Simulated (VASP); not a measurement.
# Bi (Im-3m) in VASP: a series of runs, part 2 of 2

VASP 6.6.1.

## Step 3: Single point, PBE

INCAR

```
PREC = Accurate
ENCUT = 520
EDIFF = 1E-6
ISMEAR = 0
SIGMA = 0.024
LREAL = F
LASPH = T
NELM = 60
ALGO = Normal
ISIF = 2
LWAVE = F
LCHARG = F
GGA = PE
NBANDS = 14
```

KPOINTS

```
regular mesh
0
Gamma
  9 9 9
```

POSCAR

```
Bi
1.0
   -1.9814305318      1.9814305318      1.9814305318
    1.9814305318     -1.9814305318      1.9814305318
    1.9814305318      1.9814305318     -1.9814305318
Bi
1
Direct
    0.0000000000      0.0000000000      0.0000000000
```

Potentials or basis: VASP PAW PBE potentials, release 64 (Bi_d).

Command:

```bash
$ cat potpaw_PBE.64/Bi_d/POTCAR > POTCAR
$ mpirun -np 1 vasp_std > vasp.out
```

OUTCAR:

```text
PREC = Accurate
   ENCUT = 520
   EDIFF = 1E-6
   ISMEAR = 0
   LREAL = F
   LASPH = T
   NELM = 60
   ISIF = 2
   GGA = PE

 ion  position               nearest neighbor table
   1  0.000  0.000  0.000-

  LATTYP: Found a body centered cubic cell.
 ALAT       =     3.9628610636

  Lattice vectors:

 A1 = (  -1.9814305318,   1.9814305318,   1.9814305318)
 A2 = (   1.9814305318,  -1.9814305318,   1.9814305318)
 A3 = (   1.9814305318,   1.9814305318,  -1.9814305318)

Analysis of symmetry for initial positions (statically):
=====================================================================
 Subroutine PRICEL returns:
 Original cell was already a primitive cell.

 Routine SETGRP: Setting up the symmetry group for a
 body centered cubic supercell.

 Subroutine GETGRP returns: Found 48 space group operations
[... 9 lines left out ...]

 Routine SETGRP: Setting up the symmetry group for a
 body centered cubic supercell.

 Subroutine GETGRP returns: Found 48 space group operations
[... 11 lines left out ...]
                                     Primitive cell

  volume of cell :      31.1169

[... 137 lines left out ...]
 val. band max:        7.9101534167   @ k =   0.2222   0.0000   0.0000
 cond. band min:       7.9408734918   @ k =  -0.2222   0.2222   0.1111
 fundamental gap:      0.0307200751
 Fermi energy:         7.9343745651

 k-point     1 :       0.0000    0.0000    0.0000
  band No.  band energies     occupation
      1     -15.1153      2.00000
      2     -15.1153      2.00000
      3     -15.1153      2.00000
      4     -14.9874      2.00000
      5     -14.9874      2.00000
      6      -5.5996      2.00000
      7      13.0412      0.00000
      8      13.0412      0.00000
      9      13.0412      0.00000
     10      17.0519      0.00000
     11      18.3960      0.00000
     12      18.3960      0.00000
     13      18.3960      0.00000
     14      19.5992      0.00000
[... 377 lines left out ...]
      1     -15.1046      2.00000
      2     -15.0709      2.00000
      3     -15.0280      2.00000
      4     -14.9913      2.00000
      5     -14.9169      2.00000
      6      -2.1288      2.00000
      7       3.5506      2.00000
      8       7.0743      2.00000
      9      10.5585      0.00000
     10      15.3114      0.00000
     11      16.7700      0.00000
     12      17.8311      0.00000
     13      19.3042      0.00000
     14      25.6237      0.00000

 [... further k-points ...]
[... 5 lines left out ...]
  --------------------------------------------------------------------------------------
  -------------------------------------------------------------------------------------
  Total        0.1514068      0.1514068      0.1514068     -0.0000000     -0.0000000      0.0000000
  in kB        7.7957796      7.7957796      7.7957796     -0.0000000     -0.0000000      0.0000000
  external PRESSURE =       7.7957796 kB  Pullay stress =       0.0000000 kB

 VOLUME and BASIS-vectors are now :
 -----------------------------------------------------------------------------
  energy-cutoff  :      520.00
  volume of cell :       31.12
      direct lattice vectors                 reciprocal lattice vectors
    -1.981430532  1.981430532  1.981430532     0.000000000  0.252342937  0.252342937
     1.981430532 -1.981430532  1.981430532     0.252342937  0.000000000  0.252342937
     1.981430532  1.981430532 -1.981430532     0.252342937  0.252342937  0.000000000

 POSITION                                       TOTAL-FORCE (eV/Angst)
 -----------------------------------------------------------------------------------
      0.00000      0.00000      0.00000         0.000000      0.000000      0.000000
 -----------------------------------------------------------------------------------
    total drift:                               -0.000000     -0.000000     -0.000000

  FREE ENERGIE OF THE ION-ELECTRON SYSTEM (eV)
  ---------------------------------------------------
  free  energy   TOTEN  =        -3.7671436979 eV

  energy  without entropy=       -3.7666489438  energy(sigma->0) =       -3.76689632
```

OSZICAR:

```text
N       E                     dE             d eps       ncg     rms          rms(c)
DAV:   1     0.114123187302E+03    0.11412E+03   -0.76283E+03   998   0.122E+03
DAV:   2     0.279994661942E+01   -0.11132E+03   -0.10742E+03  1070   0.338E+02
DAV:   3    -0.361293929072E+01   -0.64129E+01   -0.63952E+01  1258   0.786E+01
DAV:   4    -0.376332987468E+01   -0.15039E+00   -0.15036E+00  1238   0.129E+01
DAV:   5    -0.376998835407E+01   -0.66585E-02   -0.66582E-02  1362   0.249E+00    0.458E-01
DAV:   6    -0.376717099252E+01    0.28174E-02   -0.78718E-03  1342   0.117E+00    0.275E-01
DAV:   7    -0.376706845920E+01    0.10253E-03   -0.49706E-03  1304   0.966E-01    0.807E-02
DAV:   8    -0.376714856348E+01   -0.80104E-04   -0.57759E-04  1276   0.352E-01    0.119E-02
DAV:   9    -0.376714503845E+01    0.35250E-05   -0.13616E-05  1394   0.488E-02    0.682E-03
DAV:  10    -0.376714371611E+01    0.13223E-05   -0.41450E-06  1286   0.280E-02    0.149E-03
DAV:  11    -0.376714369788E+01    0.18235E-07   -0.26683E-07   808   0.797E-03
   1 F= -.37671437E+01 E0= -.37668963E+01  d E =-.494754E-03
```

Run time: 21 s. Hardware: 1 thread of Intel Xeon 8259CL, shared host; peak memory 0.16 GiB.

Results:

```yaml
Free_energy: -3.7671 eV
Pressure: 0.8 GPa
```

Caveat: spin-orbit coupling is left out, which moves the levels of the heavy elements.

## Step 4: Single point, PBE

INCAR

```
ALGO     = Normal         # electronic algorithm
EDIFF    = 1E-6           # SCF threshold, eV
ENCUT    = 520            # plane-wave cutoff, eV
GGA      = PE             # functional
ISIF     = 2              # what is computed and relaxed
ISMEAR   = 0              # smearing method
LASPH    = True           # aspherical terms in the spheres
LCHARG   = False          # write CHGCAR
LREAL    = False          # projectors in reciprocal space
LWAVE    = False          # write WAVECAR
NBANDS   = 14             # bands
NELM     = 60             # most SCF steps
PREC     = Accurate       # precision mode
SIGMA    = 0.013000000000000001 # smearing width, eV
```

KPOINTS

```
k-points
0
Gamma
  9 9 9
```

POSCAR is that of step 3.

Command:

```bash
$ cat potpaw_PBE.64/Bi_d/POTCAR > POTCAR
$ mpirun -np 1 vasp_std > vasp.out
```

Run time: 24 s. Hardware: 1 thread of Intel Xeon 8259CL, shared host; peak memory 0.16 GiB.

It converged, with:

```yaml
Free_energy: -3.7669 eV
Pressure: 0.8 GPa
```

Levels at points of the mesh, in eV from the Fermi level:
| k point | band 3 | band 4 | band 5 | band 6 | band 7 | band 8 | band 9 | band 10 | band 11 | band 12 |
| --- | --- | --- | --- | --- | --- | --- | --- | --- | --- | --- |
| (0.00, 0.00, 0.00) | -23.05 | -22.92 | -22.92 | -13.54 | 5.10 | 5.10 | 5.10 | 9.12 | 10.46 | 10.46 |

Caveat: spin-orbit coupling is left out, which moves the levels of the heavy elements.

## Step 5: Single point, revPBE

This run uses another cell than the first one, of 32.25 Å³/atom, 1.037 times its volume.

INCAR

```
PREC = Accurate
ENCUT = 520
EDIFF = 1E-7
ISMEAR = -1
SIGMA = 0.05
LREAL = False
LASPH = True
NELM = 100
ALGO = Normal
ISIF = 2
LWAVE = False
LCHARG = False
GGA = RE
NBANDS = 14
```

KPOINTS

```
regular mesh
0
Gamma
  9 9 9
```

POSCAR

```
Bi
1.0
   -2.0052965399      2.0052965399      2.0052965399
    2.0052965399     -2.0052965399      2.0052965399
    2.0052965399      2.0052965399     -2.0052965399
Bi
1
Direct
    0.0000000000      0.0000000000      0.0000000000
```

Command:

```bash
$ cat potpaw_PBE.64/Bi_d/POTCAR > POTCAR
$ mpirun -np 1 vasp_std > vasp.out
```

Wall time 29 s (1 thread of Intel Xeon 8259CL, shared host); peak memory 0.15 GiB.

Results (log left out):

```yaml
Free_energy: -3.4395 eV
Pressure: -0.1 GPa
```

Levels at points of the mesh, in eV from the Fermi level:
```csv
k point,band 3,band 4,band 5,band 6,band 7,band 8,band 9,band 10,band 11,band 12
"(0.00, 0.00, 0.00)",-23.03,-22.92,-22.92,-13.25,4.91,4.91,4.91,8.69,10.47,10.47
```

Caveat: the PAW data sets were made with another functional, which shifts forces and pressure a little; spin-orbit coupling is left out, which moves the levels of the heavy elements.

## Step 6: The runs side by side

| level | cell | smearing | gap on the mesh (eV) | pressure (GPa) |
| --- | --- | --- | --- | --- |
| PBE | a = 3.432 Å, angles 109.5°, 1 atom | gaussian 0.1 eV | none | 0.8 |
| PBE | a = 3.432 Å, angles 109.5°, 1 atom | gaussian 0.024 eV | none | 0.8 |
| PBE | a = 3.432 Å, angles 109.5°, 1 atom | gaussian 0.013 eV | none | 0.8 |
| revPBE | a = 3.473 Å, angles 109.5°, 1 atom | fermi-dirac 0.05 eV | none | -0.1 |

Alike in all rows: task single point; potentials or basis VASP PAW PBE potentials, release 64 (Bi_d); no spin polarisation; k mesh 9 × 9 × 9; cutoff (eV) 520.

Every run on the cell as given and a fine mesh finds a metal.

Caveats: spin-orbit coupling is left out, which moves the levels of the heavy elements; the PAW data sets were made with another functional, which shifts forces and pressure a little (some runs).

Absolute energies hang on the potentials; compare differences alone.
